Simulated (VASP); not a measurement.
A run of VASP 6.6.1 is set up as follows.

Contents of INCAR:

```
ALGO = Fast
EDIFF = 1E-6
ENCUT = 520
GGA = CA
ISIF = 2
ISMEAR = 0
LASPH = True
LCHARG = False
LREAL = False
LWAVE = False
NBANDS = 13
NELM = 60
PREC = Accurate
SIGMA = 0.15
```

Contents of KPOINTS:

```
k-points
0
Gamma
  14 14 14
```

File POSCAR:

```
CaMg
1.0
    4.1118820296      0.0000000000      0.0000000000
    0.0000000000      4.1118820296      0.0000000000
    0.0000000000      0.0000000000      3.5781597422
Ca Mg
1 1
Direct
    0.0000000000      0.0000000000      0.0000000000
    0.5000000000      0.5000000000      0.5000000000
```

Potentials or basis: VASP PAW LDA potentials, release 64 (Ca_sv, Mg).

Command:

```console
$ cat potpaw_LDA.64/Ca_sv/POTCAR potpaw_LDA.64/Mg/POTCAR > POTCAR
$ mpirun -np 1 vasp_std > vasp.out
```

Task: What does it give for the pressure?

Result: -1.5 GPa.

Task: Estimate the band gap on the k mesh.

Result: Zero (band 6 reaches 3.06 eV, above the bottom of band 7 at 1.55 eV).

Stress tensor (GPa, compression positive):
```
-2.27  0.00  0.00
 0.00 -2.27  0.00
 0.00  0.00  0.18
```
